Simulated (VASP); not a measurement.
# NaF (Villiaumite) (Fm-3m) in VASP: further runs, part 2 of 2

VASP 6.6.1. Earlier steps stand in the parts before.

## (5) Relaxation of cell and atoms, PBE

This run uses another cell than the first one, of 12.97 Å³/atom, 0.909 times its volume.

Contents of INCAR:

```
SYSTEM = NaF
  PREC = Accurate
  ENCUT = 600
  EDIFF = 1E-6
  ISMEAR = 0
  SIGMA = 0.01
  LREAL = .False.
  LASPH = .True.
  NELM = 100
  ALGO = Normal
  ISIF = 3
  LWAVE = .False.
  LCHARG = .False.
  GGA = PE
  IBRION = 2
  NSW = 80
  EDIFFG = -0.001
```

Contents of KPOINTS:

```
regular mesh
0
Gamma
  8 8 8
  0 0 0
```

Contents of POSCAR:

```
NaF
1.0
    0.0000000000      2.3497438076      2.3497438076
    2.3497438076      0.0000000000      2.3497438076
    2.3497438076      2.3497438076      0.0000000000
Na F
1 1
Direct
    0.0000000000      0.0000000000      0.0000000000
    0.5000000000      0.5000000000      0.5000000000
```

Potentials or basis: VASP PAW PBE potentials, release 64 (Na_pv, F).

The run is started by

```
> cat potpaw_PBE.64/Na_pv/POTCAR potpaw_PBE.64/F/POTCAR > POTCAR
> mpirun -np 1 vasp_std > vasp.out
```

OUTCAR:

```text
SYSTEM = NaF
   PREC = Accurate
   ENCUT = 600
   EDIFF = 1E-6
   ISMEAR = 0
   LREAL = .False.
   LASPH = .True.
   NELM = 100
   ISIF = 3
   GGA = PE
   IBRION = 2
   NSW = 80
   EDIFFG = -0.001

 ion  position               nearest neighbor table
   1  0.000  0.000  0.000-
   2  0.500  0.500  0.500-

  LATTYP: Found a face centered cubic cell.
 ALAT       =     4.6994876152

  Lattice vectors:

 A1 = (   0.0000000000,   2.3497438076,   2.3497438076)
 A2 = (   2.3497438076,   0.0000000000,   2.3497438076)
 A3 = (   2.3497438076,   2.3497438076,   0.0000000000)

Analysis of symmetry for initial positions (statically):
=====================================================================
 Subroutine PRICEL returns:
 Original cell was already a primitive cell.
[... 470 lines left out ...]

 val. band max:       -2.2483129436   @ k =   0.0000   0.0000   0.0000
 cond. band min:       3.8516106570   @ k =   0.0000   0.0000   0.0000
 fundamental gap:      6.0999236006
 Fermi energy:        -2.1311239434

 k-point     1 :       0.0000    0.0000    0.0000
  band No.  band energies     occupation
      1     -21.3597      2.00000
      2     -21.3101      2.00000
      3     -21.3101      2.00000
      4     -21.3101      2.00000
      5      -2.2483      2.00000
      6      -2.2483      2.00000
      7      -2.2483      2.00000
      8       3.8516      0.00000
      9      16.4559      0.00000
     10      16.4559      0.00000
     11      16.4559      0.00000
[... 309 lines left out ...]
 k-point    24 :      -0.3750    0.2500    0.1250
  band No.  band energies     occupation
      1     -21.8801      2.00000
      2     -21.3577      2.00000
      3     -21.3372      2.00000
      4     -20.6412      2.00000
      5      -3.4896      2.00000
      6      -2.7937      2.00000
      7      -2.5637      2.00000
      8       9.2899      0.00000
      9      10.1632      0.00000
     10      14.4755      0.00000
     11      16.2824      0.00000

 [... further k-points ...]
[... 5 lines left out ...]
  --------------------------------------------------------------------------------------
  -------------------------------------------------------------------------------------
  Total       -0.0010172     -0.0010172     -0.0010172     -0.0000000      0.0000000     -0.0000000
  in kB       -0.0630483     -0.0630483     -0.0630483     -0.0000000      0.0000000     -0.0000000
  external PRESSURE =      -0.0630483 kB  Pullay stress =       0.0000000 kB
[... 17 lines left out ...]
  FREE ENERGIE OF THE ION-ELECTRON SYSTEM (eV)
  ---------------------------------------------------
  free  energy   TOTEN  =        -8.5712705169 eV

  energy  without entropy=       -8.5712705169  energy(sigma->0) =       -8.57127052

 reached required accuracy - stopping structural energy minimisation
```

OSZICAR:

```text
N       E                     dE             d eps       ncg     rms          rms(c)
DAV:   1     0.124763292830E+03    0.12476E+03   -0.88590E+03   644   0.170E+03
DAV:   2    -0.203739578667E+01   -0.12680E+03   -0.11555E+03   680   0.393E+02
DAV:   3    -0.940089024071E+01   -0.73635E+01   -0.73398E+01   739   0.983E+01
DAV:   4    -0.947295044347E+01   -0.72060E-01   -0.72050E-01   704   0.991E+00
[... 51 lines left out ...]
   8 F= -.85712704E+01 E0= -.85712704E+01  d E =-.125153E-04
       N       E                     dE             d eps       ncg     rms          rms(c)
DAV:   1    -0.857127429682E+01   -0.35714E-05   -0.80516E-05   728   0.151E-01    0.159E-02
DAV:   2    -0.857127049159E+01    0.38052E-05   -0.15980E-05   584   0.439E-02    0.419E-03
DAV:   3    -0.857127051686E+01   -0.25273E-07   -0.52399E-07   337   0.194E-02
   9 F= -.85712705E+01 E0= -.85712705E+01  d E =-.126635E-04
```

CONTCAR:

```text
NaF
   1.00000000000000
     0.0000000000000000    2.3467521422979645    2.3467521422979645
     2.3467521422979649    0.0000000000000000    2.3467521422979645
     2.3467521422979649    2.3467521422979645    0.0000000000000000
  Na              F
     1     1
Direct
     0.0000000000000000    0.0000000000000000    0.0000000000000000
     0.5000000000000000    0.5000000000000000    0.5000000000000000

  0.00000000E+00  0.00000000E+00  0.00000000E+00
  0.00000000E+00  0.00000000E+00  0.00000000E+00
```

Run time: 17 s. Hardware: 1 thread of Intel Xeon 6975P-C (Granite Rapids), shared host; peak memory 0.15 GiB.

Results:

```
Free energy                            : -8.5713 eV
Relaxed volume                         : 12.92 Å³/atom
Relaxed cell                           : a = 3.319 Å, b = 3.319 Å, c = 3.319 Å, α = 60.00°, β = 60.00°, γ = 60.00°
Space group after relaxing (to 0.05 Å) : Fm-3m (No. 225)
Energy gained by relaxing              : 0.0 meV/atom
Ionic steps                            : 9
Pressure after relaxing                : 0.0 GPa
Band gap on the k mesh                 : 6.10 eV, direct
```

Final structure:
```
Na F
1.0
     0.00000    2.34675    2.34675
     2.34675    0.00000    2.34675
     2.34675    2.34675    0.00000
Na F
1 1
Direct
  0.00000 0.00000 0.00000
  0.50000 0.50000 0.50000
```

## (6) Summary

| task | cell | cutoff (eV) | smearing | gap on the mesh (eV) | pressure (GPa) |
| --- | --- | --- | --- | --- | --- |
| single point | a = 3.430 Å, angles 60.0°, 2 atoms | 520 | gaussian 0.02 eV | 5.62 | -3.6 |
| single point | a = 3.323 Å, angles 60.0°, 2 atoms | 520 | gaussian 0.02 eV | 6.08 | -0.1 |
| single point | a = 3.324 Å, angles 60.0°, 2 atoms | 520 | gaussian 0.01 eV | 6.07 | -0.2 |
| relaxation of cell and atoms | relaxed from a = 3.323 Å, angles 60.0°, 2 atoms | 600 | gaussian 0.01 eV | 6.10 | 0.0 |

Alike in all rows: level PBE; potentials or basis VASP PAW PBE potentials, release 64 (Na_pv, F); no spin polarisation; k mesh 8 × 8 × 8.

Total energies depend on the potentials used, so only differences within one code and one set of settings carry meaning.
